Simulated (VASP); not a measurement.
# GaP (R-3m) in VASP: further runs, part 2 of 2

VASP 6.6.1. Earlier steps stand in the parts before.

## Step 4: Single point, PBE (strain -0.0500 x Voigt [1, 1, 0, 0, 0, 0])

Contents of INCAR:

```
  PREC = Accurate
  ENCUT = 520
  EDIFF = 1E-6
  ISMEAR = 0
  SIGMA = 0.05
  LREAL = False
  LASPH = True
  NELM = 100
  ALGO = Normal
  ISIF = 2
  LWAVE = False
  LCHARG = False
  GGA = PE
  NBANDS = 26
```

Contents of KPOINTS:

```
regular mesh
0
Gamma
  9 9 9
```

Contents of POSCAR:

```
GaP
1.0
    1.8458644167      1.0657103179      6.4308101003
   -1.8458644167      1.0657103179      6.4308101003
    0.0000000000     -2.1314206358      6.4308101003
Ga P
2 2
Direct
    0.4353720000      0.4353720000      0.4353720000
    0.5646280000      0.5646280000      0.5646280000
    0.0573890000      0.0573890000      0.0573890000
    0.9426110000      0.9426110000      0.9426110000
```

Run with:

```bash
$ cat potpaw_PBE.64/Ga_d/POTCAR potpaw_PBE.64/P/POTCAR > POTCAR
$ mpirun -np 1 vasp_std > vasp.out
```

It took 2.4 min on 1 thread of Intel Xeon 6975P-C (Granite Rapids), shared host; peak memory 0.42 GiB.

The run converged. Its results:

- Free energy: -17.4505 eV
- Pressure: 9.0 GPa
- Largest force: 0.608 eV/Å
- Band gap on the k mesh: 0.65 eV (least direct gap 1.40 eV)

Forces in eV/Å, atoms in the order of the input:
```
Ga   0.000  0.000  0.608
Ga   0.000  0.000 -0.608
P    0.000  0.000 -0.513
P    0.000  0.000  0.513
```

Stress tensor (GPa, compression positive):
```
12.52  0.00  0.00
 0.00 12.52  0.00
 0.00  0.00  2.07
```

Levels at points of the mesh, in eV from the valence-band top:
```csv
k point,band 16,band 17,band 18,band 19,band 20,band 21
"(0.00, 0.00, 0.00)",-0.46,0.00,0.00,1.40,1.74,3.17
```

Caveat: the cell differs from its parent crystal (strain -0.0500 x Voigt [1, 1, 0, 0, 0, 0]); the stress differs along the axes, from 2 to 13 GPa; semilocal functionals underestimate gaps, and a narrow one can read as zero.

## Step 5: Single point, PBE (strain +0.0250 x Voigt [1, 1, 0, 0, 0, 0])

Contents of INCAR:

```
ALGO = Normal
EDIFF = 1E-6
ENCUT = 520
GGA = PE
ISIF = 2
ISMEAR = 0
LASPH = T
LCHARG = F
LREAL = F
LWAVE = F
NBANDS = 26
NELM = 100
PREC = Accurate
SIGMA = 0.05
```

Contents of KPOINTS:

```
k-points
0
Gamma
  9 9 9
```

Contents of POSCAR:

```
GaP
1.0
    1.9915905549      1.1498453430      6.4308101003
   -1.9915905549      1.1498453430      6.4308101003
    0.0000000000     -2.2996906859      6.4308101003
Ga P
2 2
Direct
    0.4353720000      0.4353720000      0.4353720000
    0.5646280000      0.5646280000      0.5646280000
    0.0573890000      0.0573890000      0.0573890000
    0.9426110000      0.9426110000      0.9426110000
```

Run with:

```bash
$ cat potpaw_PBE.64/Ga_d/POTCAR potpaw_PBE.64/P/POTCAR > POTCAR
$ mpirun -np 1 vasp_std > vasp.out
```

Run time: 3.8 min. Hardware: 1 thread of Intel Xeon 6975P-C (Granite Rapids), shared host; peak memory 0.49 GiB.

It converged, with:

| Quantity | Value |
| --- | --- |
| Free energy | -17.6818 eV |
| Pressure | -2.8 GPa |
| Largest force | 0.166 eV/Å |
| Band gap on the k mesh | 0.78 eV (least direct gap 0.83 eV) |

Forces on the atoms (eV/Å):
```
Ga   0.000  0.000 -0.124
Ga   0.000  0.000  0.124
P    0.000  0.000  0.166
P    0.000  0.000 -0.166
```

Stress tensor (GPa, compression positive):
```
-4.03  0.00  0.00
 0.00 -4.03  0.00
 0.00  0.00 -0.49
```

Levels at points of the mesh, in eV from the valence-band top:
```
           k point  band 15  band 16  band 17  band 18  band 19  band 20  band 21  band 22
(0.00, 0.00, 0.00)    -1.82    -0.27     0.00     0.00     0.92     1.18     2.88     3.55
```

Caveat: the cell differs from its parent crystal (strain +0.0250 x Voigt [1, 1, 0, 0, 0, 0]); semilocal functionals underestimate gaps, and a narrow one can read as zero. A k mesh can miss the band edges.

## Step 6: Single point, PBE (strain +0.0750 x Voigt [1, 1, 0, 0, 0, 0])

Contents of INCAR:

```
ALGO = Normal
EDIFF = 1E-7
ENCUT = 520
GGA = PE
ISIF = 2
ISMEAR = 0
LASPH = T
LCHARG = T
LELF = T
LREAL = F
LVHAR = T
LWAVE = F
NBANDS = 26
NELM = 80
PREC = Accurate
SIGMA = 0.05
```

KPOINTS is that of step 5.

Contents of POSCAR:

```
GaP
1.0
    2.0887413136      1.2059353597      6.4308101003
   -2.0887413136      1.2059353597      6.4308101003
    0.0000000000     -2.4118707194      6.4308101003
Ga P
2 2
Direct
    0.4353720000      0.4353720000      0.4353720000
    0.5646280000      0.5646280000      0.5646280000
    0.0573890000      0.0573890000      0.0573890000
    0.9426110000      0.9426110000      0.9426110000
```

Potentials or basis: VASP PAW PBE potentials, release 64 (Ga_d, P).

Run with:

```bash
$ cat potpaw_PBE.64/Ga_d/POTCAR potpaw_PBE.64/P/POTCAR > POTCAR
$ mpirun -np 1 vasp_std > vasp.out
```

Wall time 4.1 min (1 thread of Intel Xeon 6975P-C (Granite Rapids), shared host); peak memory 0.5 GiB.

It converged, with:

```
Free energy            : -17.3090 eV
Pressure               : -6.3 GPa
Largest force          : 0.376 eV/Å
Band gap on the k mesh : 0.20 eV (least direct gap 0.26 eV)
```

Forces in eV/Å, atoms in the order of the input:
```
Ga   0.000  0.000 -0.376
Ga   0.000  0.000  0.376
P    0.000  0.000  0.331
P    0.000  0.000 -0.331
```

Stress tensor (GPa, compression positive):
```
-8.91  0.00  0.00
 0.00 -8.91  0.00
 0.00  0.00 -1.14
```

Levels at points of the mesh, in eV from the valence-band top:
| k point | band 14 | band 15 | band 16 | band 17 | band 18 | band 19 | band 20 | band 21 | band 22 | band 23 |
| --- | --- | --- | --- | --- | --- | --- | --- | --- | --- | --- |
| (0.00, 0.00, 0.00) | -1.89 | -1.89 | -0.54 | 0.00 | 0.00 | 0.39 | 0.67 | 3.24 | 3.27 | 3.27 |

Caveat: the cell differs from its parent crystal (strain +0.0750 x Voigt [1, 1, 0, 0, 0, 0]); the stress differs along the axes, from -9 to -1 GPa; semilocal functionals underestimate gaps, and a narrow one can read as zero.

## Step 7: Overview

| cell | gap on the mesh (eV) | pressure (GPa) | largest force (eV/Å) |
| --- | --- | --- | --- |
| a = 6.888 Å, angles 36.2°, 4 atoms | none | -7.2 | 0.48 |
| a = 6.740 Å, angles 30.1°, 4 atoms | 0.11 | 24.6 | 1.59 |
| a = 6.775 Å, angles 31.6°, 4 atoms | 0.65 | 9.0 | 0.61 |
| a = 6.830 Å, angles 33.9°, 4 atoms | 0.78 | -2.8 | 0.17 |
| a = 6.868 Å, angles 35.4°, 4 atoms | 0.20 | -6.3 | 0.38 |

Alike in all rows: task single point; level PBE; potentials or basis VASP PAW PBE potentials, release 64 (Ga_d, P); no spin polarisation; k mesh 9 × 9 × 9; cutoff (eV) 520; smearing gaussian 0.05 eV.

Caveats: semilocal functionals underestimate gaps, and a narrow one can read as zero; the stress differs along the axes, from -10 to -1 GPa (at least some runs); the stress differs along the axes, from 6 to 34 GPa (at least some runs); forces of over 1 eV/Å act on the atoms, so gaps and moduli don't describe the material at rest (at least some runs); the stress differs along the axes, from 2 to 13 GPa (at least some runs); the stress differs along the axes, from -9 to -1 GPa (at least some runs).

Total energies depend on the potentials used, so only differences within one code and one set of settings carry meaning.
